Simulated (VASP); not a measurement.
A run of VASP 6.6.1 is set up as follows.

Contents of INCAR:

```
SYSTEM = LiH
PREC = Accurate ; ENCUT = 520
EDIFF = 1E-8 ; ISMEAR = -1
SIGMA = 0.03 ; LREAL = .False.
LASPH = .True. ; NELM = 60
ALGO = Normal ; ISIF = 2
LWAVE = .False. ; LCHARG = .False.
GGA = PE ; LEFG = .True.
NBANDS = 9
```

KPOINTS

```
Automatic mesh
0
Gamma
  15 15 15
  0 0 0
```

POSCAR

```
LiH
1.0
    0.0000000000      2.0325000000      2.0325000000
    2.0325000000      0.0000000000      2.0325000000
    2.0325000000      2.0325000000      0.0000000000
Li H
1 1
Direct
    0.0000000000      0.0000000000      0.0000000000
    0.5000000000      0.5000000000      0.5000000000
```

Potentials or basis: VASP PAW PBE potentials, release 64 (Li_sv, H).

Command:

```sh
$ cat potpaw_PBE.64/Li_sv/POTCAR potpaw_PBE.64/H/POTCAR > POTCAR
$ mpirun -np 1 vasp_std > vasp.out
```

(1) Predict the band gap on the k mesh.

Results:

(1) 3.11 eV.

Caveat: an odd mesh through Γ misses points on the zone boundary, where band edges can lie.
